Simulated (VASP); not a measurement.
# ZnCd3Te4 (P-4m2) in VASP: notebook, part 2 of 2

VASP 6.6.1. The steps go on from the part before.

**3. Single point, PBE**

Contents of INCAR:

```
  ALGO = Normal
  EDIFF = 1E-7
  ENCUT = 520
  GGA = PE
  ISIF = 2
  ISMEAR = 0
  LASPH = True
  LCHARG = False
  LREAL = False
  LWAVE = False
  NBANDS = 46
  NELM = 60
  PREC = Accurate
  SIGMA = 0.1
```

Contents of KPOINTS:

```
k-points
0
Gamma
  4 4 2
```

Contents of POSCAR:

```
ZnCd3Te4
1.0
    4.5958892000      0.0000000000      0.0000000000
    0.0000000000      4.5958892000      0.0000000000
    0.0000000000      0.0000000000     13.0604635000
Zn Cd Te
1 3 4
Direct
    0.0000000000      0.0000000000      0.0000000000
    0.5000000000      0.5000000000      0.7589550000
    0.0000000000      0.0000000000      0.5000000000
    0.5000000000      0.5000000000      0.2410450000
    0.5000000000      0.0000000000      0.6294940000
    0.0000000000      0.5000000000      0.3705060000
    0.5000000000      0.0000000000      0.1109910000
    0.0000000000      0.5000000000      0.8890090000
```

Potentials or basis: VASP PAW PBE potentials, release 64 (Zn, Cd, Te).

Launch:

```bash
$ cat potpaw_PBE.64/Zn/POTCAR potpaw_PBE.64/Cd/POTCAR potpaw_PBE.64/Te/POTCAR > POTCAR
$ mpirun -np 1 vasp_std > vasp.out
```

OUTCAR:

```text
EDIFF = 1E-7
   ENCUT = 520
   GGA = PE
   ISIF = 2
   ISMEAR = 0
   LASPH = True
   LREAL = False
   NELM = 60
   PREC = Accurate

 ion  position               nearest neighbor table
   1  0.000  0.000  0.000-   7 2.72   8 2.72   8 2.72   7 2.72
   2  0.500  0.500  0.759-   5 2.85   5 2.85   8 2.86   8 2.86
   3  0.000  0.000  0.500-   5 2.85   6 2.85   6 2.85   5 2.85
   4  0.500  0.500  0.241-   6 2.85   6 2.85   7 2.86   7 2.86
   5  0.500  0.000  0.629-   2 2.85   2 2.85   3 2.85   3 2.85
   6  0.000  0.500  0.371-   4 2.85   4 2.85   3 2.85   3 2.85
   7  0.500  0.000  0.111-   1 2.72   1 2.72   4 2.86   4 2.86
   8  0.000  0.500  0.889-   1 2.72   1 2.72   2 2.86   2 2.86

  LATTYP: Found a simple tetragonal cell.
 ALAT       =     4.5958892000
 C/A-ratio  =     2.8417707503

  Lattice vectors:

 A1 = (   4.5958892000,   0.0000000000,   0.0000000000)
 A2 = (   0.0000000000,   4.5958892000,   0.0000000000)
 A3 = (   0.0000000000,   0.0000000000,  13.0604635000)

Analysis of symmetry for initial positions (statically):
=====================================================================
 Subroutine PRICEL returns:
 Original cell was already a primitive cell.

 Routine SETGRP: Setting up the symmetry group for a
 simple tetragonal supercell.

 Subroutine GETGRP returns: Found  8 space group operations
 (whereof  8 operations were pure point group operations)
 out of a pool of 16 trial point group operations.

The static configuration has the point symmetry D_2d.

Analysis of symmetry for dynamics (positions and initial velocities):
=====================================================================
 Subroutine PRICEL returns:
 Original cell was already a primitive cell.

[... 127 lines left out ...]
  volume/ion in A,a.u.               =      34.48       232.70
  Fermi-wavevector in a.u.,A,eV,Ry     =   1.046212  1.977054 14.892392  1.094560
  Thomas-Fermi vector in A             =   2.181041
   LORBIT       =      0    0 simple, 1 ext, 2 COOP (PROOUT), +10 PAW based schemes
   GGA     = PE    functional components
   LHFCALC =     F    Hartree Fock is set to
   AEXX    =    0.0000 exact exchange contribution
   IVDW    =     0    specifies the selected vdW correction
   LEPSILON=     F    determine dielectric tensor
   LRPA    =     F    only Hartree local field effects (RPA)
 non-spin polarized calculation
 Gauss-broadening in eV      SIGMA  =   0.10
  energy-cutoff  :      520.00
  volume of cell :      275.87
 maximum number of plane-waves:      7466
 NGX is ok and might be reduce to    36
   NGX = 17   NGY = 17   NGZ = 49

 number of electron      71.9999981 magnetization

 Free energy of the ion-electron system (eV)
  ---------------------------------------------------
  ext. energy  EPLUGINS =         0.00000000
  ---------------------------------------------------
  free energy    TOTEN  =       -19.46972905 eV

  energy without entropy =      -19.46972881  energy(sigma->0) =      -19.46972893

 E-fermi :   2.3862     XC(G=0):  -8.4195

 val. band max:        2.0654816580   @ k =   0.0000   0.0000   0.0000
 cond. band min:       2.6962885605   @ k =   0.0000   0.0000   0.0000
 fundamental gap:      0.6308069025
 Fermi energy:         2.3861669014

 k-point     1 :       0.0000    0.0000    0.0000
  band No.  band energies     occupation
      1      -8.9899      2.00000
      2      -8.6914      2.00000
      3      -8.5908      2.00000
      4      -8.3367      2.00000
      5      -6.0739      2.00000
      6      -6.0739      2.00000
[... 577 lines left out ...]
     45       9.2997      0.00000
     46       9.3219      0.00000

------------------------ aborting loop because EDIFF is reached ----------------------------------------

  FORCE on cell =-STRESS in cart. coord.  units (eV):
  Direction    XX          YY          ZZ          XY          YZ          ZX
  --------------------------------------------------------------------------------------
  -------------------------------------------------------------------------------------
  Total        0.3632623      0.3632623      0.0520840      0.0000000      0.0000000      0.0000000
  in kB        2.1097609      2.1097609      0.3024945      0.0000000      0.0000000      0.0000000
  external PRESSURE =       1.5073388 kB  Pullay stress =       0.0000000 kB

 VOLUME and BASIS-vectors are now :
 -----------------------------------------------------------------------------
  energy-cutoff  :      520.00
  volume of cell :      275.87
      direct lattice vectors                 reciprocal lattice vectors
     4.595889200  0.000000000  0.000000000     0.217585750  0.000000000  0.000000000
     0.000000000  4.595889200  0.000000000     0.000000000  0.217585750  0.000000000
     0.000000000  0.000000000 13.060463500     0.000000000  0.000000000  0.076566961

 POSITION                                       TOTAL-FORCE (eV/Angst)
 -----------------------------------------------------------------------------------
      0.00000      0.00000      0.00000         0.000000     -0.000000      0.000000
      2.29794      2.29794      9.91230         0.000000     -0.000000      0.000087
      0.00000      0.00000      6.53023         0.000000     -0.000000      0.000000
      2.29794      2.29794      3.14816        -0.000000      0.000000     -0.000087
      2.29794      0.00000      8.22148         0.000000     -0.000000      0.000054
      0.00000      2.29794      4.83898         0.000000     -0.000000     -0.000054
      2.29794      0.00000      1.44959         0.000000     -0.000000     -0.019400
      0.00000      2.29794     11.61087         0.000000     -0.000000      0.019400
 -----------------------------------------------------------------------------------
    total drift:                                0.000000      0.000000      0.000000

  FREE ENERGIE OF THE ION-ELECTRON SYSTEM (eV)
  ---------------------------------------------------
  free  energy   TOTEN  =       -19.4697290491 eV

  energy  without entropy=      -19.4697288106  energy(sigma->0) =      -19.46972893
```

OSZICAR:

```text
N       E                     dE             d eps       ncg     rms          rms(c)
DAV:   1     0.495366198402E+03    0.49537E+03   -0.31524E+04  1104   0.142E+03
DAV:   2     0.187516339720E+02   -0.47661E+03   -0.46106E+03  1172   0.338E+02
DAV:   3    -0.194071639560E+02   -0.38159E+02   -0.37551E+02  1298   0.977E+01
DAV:   4    -0.203477635147E+02   -0.94060E+00   -0.93911E+00  1224   0.137E+01
DAV:   5    -0.203735408607E+02   -0.25777E-01   -0.25776E-01  1402   0.217E+00    0.956E+00
DAV:   6    -0.195107997354E+02    0.86274E+00   -0.20805E+00  1384   0.138E+01    0.784E+00
DAV:   7    -0.194680016990E+02    0.42798E-01   -0.85858E-01  1236   0.417E+00    0.284E+00
DAV:   8    -0.194696057705E+02   -0.16041E-02   -0.55695E-02  1206   0.183E+00    0.105E+00
DAV:   9    -0.194693656144E+02    0.24016E-03   -0.54296E-03  1246   0.380E-01    0.478E-01
DAV:  10    -0.194695877693E+02   -0.22215E-03   -0.18856E-03  1278   0.180E-01    0.112E-01
DAV:  11    -0.194696798979E+02   -0.92129E-04   -0.25237E-04  1220   0.873E-02    0.330E-02
DAV:  12    -0.194697083230E+02   -0.28425E-04   -0.31396E-05  1212   0.286E-02    0.164E-02
DAV:  13    -0.194697269917E+02   -0.18669E-04   -0.25878E-05  1212   0.207E-02    0.154E-02
DAV:  14    -0.194697284137E+02   -0.14220E-05   -0.22314E-06  1258   0.630E-03    0.153E-03
DAV:  15    -0.194697290075E+02   -0.59375E-06   -0.36618E-07   972   0.214E-03    0.181E-03
DAV:  16    -0.194697290491E+02   -0.41624E-07   -0.23050E-07   894   0.177E-03
   1 F= -.19469729E+02 E0= -.19469729E+02  d E =-.238447E-06
```

stdout:

```text
POSCAR found type information on POSCAR ZnCdTe
 POSCAR found :  3 types and       8 ions
 scaLAPACK will be used
 LDA part: xc-table for (Slater+PW92), standard interpolation
 POSCAR, INCAR and KPOINTS ok, starting setup
 FFT: planning ... GRIDC
 FFT: planning ... GRID_SOFT
 FFT: planning ... GRID
 WAVECAR not read
 entering main loop
```

Wall time 6 min (1 thread of Intel Xeon 8259CL, shared host); peak memory 0.43 GiB.

What came out:

| Property | Result |
| --- | --- |
| Free energy | -19.4697 eV |
| Pressure | 0.2 GPa |
| Largest force | 0.019 eV/Å |
| Band gap on the k mesh | 0.63 eV |

Forces on the atoms (eV/Å):
```
Zn   0.000  0.000  0.000
Cd   0.000  0.000  0.000
Cd   0.000  0.000  0.000
Cd   0.000  0.000  0.000
Te   0.000  0.000  0.000
Te   0.000  0.000  0.000
Te   0.000  0.000 -0.019
Te   0.000  0.000  0.019
```

Stress tensor (GPa, compression positive):
```
0.21 0.00 0.00
0.00 0.21 0.00
0.00 0.00 0.03
```

Caveat: spin-orbit coupling is left out, which moves the levels of the heavy elements.

**4. Single point, PBE (30.35 Å³/atom)**

This run uses another cell than the first one, of 30.35 Å³/atom.

Contents of INCAR:

```
PREC     = Accurate       # precision mode
ENCUT    = 520            # plane-wave cutoff, eV
EDIFF    = 1E-6           # SCF threshold, eV
ISMEAR   = 0              # smearing method
SIGMA    = 0.02           # smearing width, eV
LREAL    = F              # projectors in reciprocal space
LASPH    = T              # aspherical terms in the spheres
NELM     = 100            # most SCF steps
ALGO     = Normal         # electronic algorithm
ISIF     = 2              # what is computed and relaxed
LWAVE    = F              # write WAVECAR
LCHARG   = F              # write CHGCAR
GGA      = PE             # functional
NBANDS   = 46             # bands
```

Contents of KPOINTS:

```
regular mesh
0
Gamma
  6 6 2
```

Contents of POSCAR:

```
ZnCd3Te4
1.0
    4.3959637436      0.0000000000      0.0000000000
    0.0000000000      4.3959637436      0.0000000000
    0.0000000000      0.0000000000     12.5623867080
Zn Cd Te
1 3 4
Direct
    0.0000000000      0.0000000000      0.0000000000
    0.5000000000      0.5000000000      0.7595743925
    0.0000000000      0.0000000000      0.5000000000
    0.5000000000      0.5000000000      0.2404256075
    0.5000000000      0.0000000000      0.6297941293
    0.0000000000      0.5000000000      0.3702058707
    0.5000000000      0.0000000000      0.1099869945
    0.0000000000      0.5000000000      0.8900130055
```

Launch:

```bash
$ cat potpaw_PBE.64/Zn/POTCAR potpaw_PBE.64/Cd/POTCAR potpaw_PBE.64/Te/POTCAR > POTCAR
$ mpirun -np 1 vasp_std > vasp.out
```

It took 8.5 min on 1 thread of Intel Xeon 8259CL, shared host; peak memory 0.47 GiB.

It converged, with:

| Item | Value |
| --- | --- |
| Free energy | -18.9405 eV |
| Pressure | 6.5 GPa |
| Largest force | 0.007 eV/Å |
| Band gap on the k mesh | 1.06 eV |

Forces on the atoms (eV/Å):
```
Zn   0.000  0.000  0.000
Cd   0.000  0.000  0.001
Cd   0.000  0.000  0.000
Cd   0.000  0.000 -0.001
Te   0.000  0.000  0.001
Te   0.000  0.000 -0.001
Te   0.000  0.000 -0.007
Te   0.000  0.000  0.007
```

Levels at points of the mesh, in eV from the valence-band top:
```
           k point  band 33  band 34  band 35  band 36  band 37  band 38  band 39  band 40
(0.00, 0.00, 0.00)    -1.17    -0.11     0.00     0.00     1.06     2.24     2.35     2.98
(0.50, 0.00, 0.00)    -0.95    -0.88    -0.80    -0.79     1.73     1.89     3.04     3.48
(0.50, 0.50, 0.00)    -2.28    -2.21    -2.21    -2.18     2.35     2.35     2.37     2.60
(0.00, 0.00, 0.50)    -0.52    -0.52    -0.38    -0.38     2.05     2.16     2.54     2.58
(0.50, 0.00, 0.50)    -1.34    -0.87    -0.80    -0.80     2.28     2.66     2.69     2.76
(0.50, 0.50, 0.50)    -2.50    -2.40    -2.38    -2.38     3.05     3.10     3.10     3.17
```

Caveat: the cell stands under pressure; spin-orbit coupling is left out, which moves the levels of the heavy elements.

**5. Single point, PBE (31.38 Å³/atom)**

This run uses another cell than the first one, of 31.38 Å³/atom.

Contents of INCAR:

```
SYSTEM = ZnCd3Te4
PREC = Accurate
ENCUT = 520
EDIFF = 1E-6
ISMEAR = 0
SIGMA = 0.02
LREAL = .FALSE.
LASPH = .TRUE.
NELM = 100
ALGO = Normal
ISIF = 2
LWAVE = .FALSE.
LCHARG = .TRUE.
GGA = PE
LELF = .TRUE.
LVHAR = .TRUE.
NBANDS = 46
```

Contents of KPOINTS:

```
regular mesh
0
G
  6 6 2
  0 0 0
```

Contents of POSCAR:

```
ZnCd3Te4
1.0
    4.4477164680      0.0000000000      0.0000000000
    0.0000000000      4.4477164680      0.0000000000
    0.0000000000      0.0000000000     12.6900955967
Zn Cd Te
1 3 4
Direct
    0.0000000000      0.0000000000      0.0000000000
    0.5000000000      0.5000000000      0.7594177862
    0.0000000000      0.0000000000      0.5000000000
    0.5000000000      0.5000000000      0.2405822138
    0.5000000000      0.0000000000      0.6297195831
    0.0000000000      0.5000000000      0.3702804169
    0.5000000000      0.0000000000      0.1102283329
    0.0000000000      0.5000000000      0.8897716671
```

Launch:

```bash
$ cat potpaw_PBE.64/Zn/POTCAR potpaw_PBE.64/Cd/POTCAR potpaw_PBE.64/Te/POTCAR > POTCAR
$ mpirun -np 1 vasp_std > vasp.out
```

It took 8.1 min on 1 thread of Intel Xeon 8259CL, shared host; peak memory 0.48 GiB.

The run converged. Its results:

- Free energy: -19.2230 eV
- Pressure: 4.5 GPa
- Largest force: 0.008 eV/Å
- Band gap on the k mesh: 0.94 eV

Forces on the atoms (eV/Å):
```
Zn   0.000  0.000  0.000
Cd   0.000  0.000  0.001
Cd   0.000  0.000  0.000
Cd   0.000  0.000 -0.001
Te   0.000  0.000  0.000
Te   0.000  0.000  0.000
Te   0.000  0.000 -0.008
Te   0.000  0.000  0.008
```

Levels at points of the mesh, in eV from the valence-band top:
```tsv
k point	band 34	band 35	band 36	band 37	band 38	band 39
(0.00, 0.00, 0.00)	-0.10	0.00	0.00	0.95	2.26	2.42
(0.50, 0.00, 0.00)	-0.83	-0.76	-0.75	1.71	1.86	3.00
(0.50, 0.50, 0.00)	-2.08	-2.08	-2.05	2.40	2.44	2.44
(0.00, 0.00, 0.50)	-0.49	-0.36	-0.36	2.02	2.13	2.49
(0.50, 0.00, 0.50)	-0.82	-0.76	-0.76	2.24	2.61	2.63
(0.50, 0.50, 0.50)	-2.26	-2.23	-2.23	3.05	3.16	3.16
```

Caveat: the cell stands under pressure; spin-orbit coupling is left out, which moves the levels of the heavy elements.

**6. Overview**

| level | cell | k mesh | smearing | gap on the mesh (eV) | pressure (GPa) | largest force (eV/Å) |
| --- | --- | --- | --- | --- | --- | --- |
| r2SCAN | a = 4.596, b = 4.596, c = 13.060 Å, 8 atoms, atomic positions A | 6 × 6 × 2 | gaussian 0.02 eV | 1.13 | -1.1 | 0.03 |
| PBE | a = 4.596, b = 4.596, c = 13.060 Å, 8 atoms, atomic positions A | 4 × 4 × 2 | gaussian 0.1 eV | 0.63 | 0.2 | 0.02 |
| PBE | a = 4.396, b = 4.396, c = 12.562 Å, 8 atoms, atomic positions B | 6 × 6 × 2 | gaussian 0.02 eV | 1.06 | 6.5 | 0.01 |
| PBE | a = 4.448, b = 4.448, c = 12.690 Å, 8 atoms, atomic positions A | 6 × 6 × 2 | gaussian 0.02 eV | 0.94 | 4.5 | 0.01 |

Alike in all rows: task single point; potentials or basis VASP PAW PBE potentials, release 64 (Zn, Cd, Te); no spin polarisation; cutoff (eV) 520.

Caveats: spin-orbit coupling is left out, which moves the levels of the heavy elements; the cell stands under pressure (at least some runs); the PAW data sets were made with another functional, which shifts forces and pressure a little (at least some runs).

Absolute energies hang on the potentials; compare differences alone.
